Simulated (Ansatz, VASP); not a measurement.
This is a calculation of Al2O3 for VASP 6.6.1.

File INCAR:

```
PREC = Accurate
ENCUT = 520
EDIFF = 1E-6
ISMEAR = -1
SIGMA = 0.05
LREAL = F
LASPH = T
NELM = 80
ALGO = Normal
ISIF = 2
LWAVE = F
LCHARG = F
GGA = RE
IVDW = 13
NBANDS = 35
```

The input KPOINTS:

```
Automatic mesh
0
Gamma
  7 7 7
```

The input POSCAR:

```
Al2O3
1.0
    2.4115726709      1.3923221307      4.3888714495
   -2.4115726709      1.3923221307      4.3888714495
    0.0000000000     -2.7846442615      4.3888714495
Al O
4 6
Direct
    0.8521600000      0.8521600000      0.8521600000
    0.6478400000      0.6478400000      0.6478400000
    0.1478400000      0.1478400000      0.1478400000
    0.3521600000      0.3521600000      0.3521600000
    0.0566800000      0.7500000000      0.4433200000
    0.7500000000      0.4433200000      0.0566800000
    0.4433200000      0.0566800000      0.7500000000
    0.9433200000      0.2500000000      0.5566800000
    0.2500000000      0.5566800000      0.9433200000
    0.5566800000      0.9433200000      0.2500000000
```

Potentials or basis: VASP PAW PBE potentials, release 64 (Al, O).

Command:

```sh
$ cat potpaw_PBE.64/Al/POTCAR potpaw_PBE.64/O/POTCAR > POTCAR
$ mpirun -np 1 vasp_std > vasp.out
```

Q: Translate it to Ansatz 0.2.0. Potentials there: Ansatz PAW.

A: As run (the cutoff follows the program's own potentials):

Contents of input.yaml:

```yaml
crystal:
  lattice:
    - [2.4115726709, 1.3923221307, 4.3888714495]
    - [-2.4115726709, 1.3923221307, 4.3888714495]
    - [0.0, -2.7846442615, 4.3888714495]
  atoms:
    - { symbol: Al, position: [0.85216, 0.85216, 0.85216] }
    - { symbol: Al, position: [0.64784, 0.64784, 0.64784] }
    - { symbol: Al, position: [0.14784, 0.14784, 0.14784] }
    - { symbol: Al, position: [0.35216, 0.35216, 0.35216] }
    - { symbol: O, position: [0.05668, 0.75, 0.44332] }
    - { symbol: O, position: [0.75, 0.44332, 0.05668] }
    - { symbol: O, position: [0.44332, 0.05668, 0.75] }
    - { symbol: O, position: [0.94332, 0.25, 0.55668] }
    - { symbol: O, position: [0.25, 0.55668, 0.94332] }
    - { symbol: O, position: [0.55668, 0.94332, 0.25] }
hamiltonian:
  xc: revpbe
  pseudopotentials: { kind: paw }
  dispersion: d4
kpoints:
  mp_grid: { grid: [7, 7, 7] }
scf:
  occupations: { method: fermi_dirac, width: 0.05 }
output:
  forces: true
  stress: true
  eigenvalues: true
```

Potentials or basis: Ansatz PAW.

Command:

```console
$ ansatz run input.yaml --threads 2 --pin off --max-ram 5120MiB --backend cpu --events-out ev --progress --plain --runs-dir out
```

Both were run:

|  | VASP | Ansatz | Ansatz less VASP |
| --- | --- | --- | --- |
| gap on the k mesh at the Fermi level (eV) | 5.80 | 5.80 | +0.002 |
| least direct gap on the mesh (eV) | 5.80 | 5.80 | +0.002 |
| pressure (GPa) | -8.6 | -8.1 | +0.50 |
| traceless stress, the component that is largest in VASP (GPa) | 0.06 | 0.04 | -0.017 |
| rms of the force components (eV/Å) | 0.009 | 0.007 | -0.0029 |

VASP's potentials were made for PBE, not for revPBE. Atom by atom the forces differ by 0.003 eV/Å (rms over components).

Noted on Ansatz's run: odd divisions of the mesh miss points on the zone boundary, where band edges often lie, so the gap on the mesh can be too wide.
